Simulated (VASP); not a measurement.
Here is a VASP 6.6.1 calculation.

Contents of INCAR:

```
SYSTEM = Ru
  PREC = Accurate
  ENCUT = 520
  EDIFF = 1E-6
  ISMEAR = 0
  SIGMA = 0.1
  LREAL = .FALSE.
  LASPH = .TRUE.
  NELM = 80
  ALGO = Normal
  ISIF = 2
  LWAVE = .FALSE.
  LCHARG = .TRUE.
  GGA = PS
  LELF = .TRUE.
  LVHAR = .TRUE.
  NBANDS = 21
```

KPOINTS

```
regular mesh
0
G
  18 18 10
  0 0 0
```

POSCAR

```
Ru
1.0
    2.6895240002      0.0000000000      0.0000000000
   -1.3447620001      2.3291961083      0.0000000000
    0.0000000000      0.0000000000      4.2519209500
Ru
2
Direct
    0.3333333333      0.6666666667      0.2500000000
    0.6666666667      0.3333333333      0.7500000000
```

Potentials or basis: VASP PAW PBE potentials, release 64 (Ru_pv).

Launch:

```bash
$ cat potpaw_PBE.64/Ru_pv/POTCAR > POTCAR
$ mpirun -np 1 vasp_std > vasp.out
```

Question: Predict the band gap on the k mesh.

Answer: Zero (band 14 reaches 14.58 eV, above the bottom of band 15 at 11.36 eV).

Question: What does it give for the pressure?

Answer: 0.0 GPa.

Caveat: the PAW data sets were made with another functional, which shifts forces and pressure a little.
